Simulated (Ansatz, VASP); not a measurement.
**Two plane-wave programs on SnTe**

File INCAR:

```
PREC = Accurate
ENCUT = 500
EDIFF = 1E-6
ISMEAR = 0
SIGMA = 0.03
LREAL = False
LASPH = True
NELM = 120
ALGO = Normal
ISIF = 2
LWAVE = False
LCHARG = False
GGA = PS
NBANDS = 17
GGA_COMPAT = False
```

File KPOINTS:

```
Automatic mesh
0
Gamma
  10 10 10
```

POSCAR

```
SnTe
1.0
    0.0000000000      3.0933700000      3.1565000000
    3.0933700000      0.0000000000      3.1565000000
    3.0933700000      3.0933700000      0.0000000000
Sn Te
1 1
Direct
    0.0000000000      0.0000000000      0.0000000000
    0.5000000000      0.5000000000      0.5000000000
```

Input for Ansatz:

```yaml
crystal:
  lattice:
    - [0.0, 3.09337, 3.1565]
    - [3.09337, 0.0, 3.1565]
    - [3.09337, 3.09337, 0.0]
  atoms:
    - { symbol: Sn, position: [0.0, 0.0, 0.0] }
    - { symbol: Te, position: [0.5, 0.5, 0.5] }
basis:
  ecutwfc: 420
kpoints:
  mp_grid: { grid: [10, 10, 10] }
hamiltonian:
  xc: pbesol
scf:
  occupations: { method: gaussian, width: 0.03 }
output:
  forces: true
  stress: true
  eigenvalues: true
  write_density: true
  write_potential: true
  elf: true
  volumetric_format: npy
```

Change from the starting cell: strain -0.0200 x Voigt [1, 1, 0, 0, 0, 0], atoms carried along.

Alike in both runs: task single point; functional PBEsol; k mesh 10 × 10 × 10; occupations gaussian, width 0.03 eV; no spin polarisation.

```csv
,VASP,Ansatz
version,VASP 6.6.1,Ansatz 0.2.0
potentials or method,"VASP PAW PBE potentials, release 64 (Sn_d, Te), cutoff 500 eV","scalar-relativistic, plane waves, PAW"
valence electrons in the cell,20,30
```

Ansatz gave:

- gap on the k mesh at the Fermi level (eV): 0.28
- least direct gap on the mesh (eV): 0.28
- pressure (GPa): 1.5
- traceless stress, the component that is largest in VASP (GPa): -1.94

Question: What did VASP give for the same quantities?

Answer: gap on the k mesh at the Fermi level (eV): 0.28; least direct gap on the mesh (eV): 0.28; pressure (GPa): 1.5; traceless stress, the component that is largest in VASP (GPa): -1.95.

VASP's potentials were made for PBE, not for PBEsol. VASP's potentials hold 20 valence electrons a cell and Ansatz's 30, so a difference there can come from the potentials and not from the codes.

Spin-orbit coupling is off throughout.
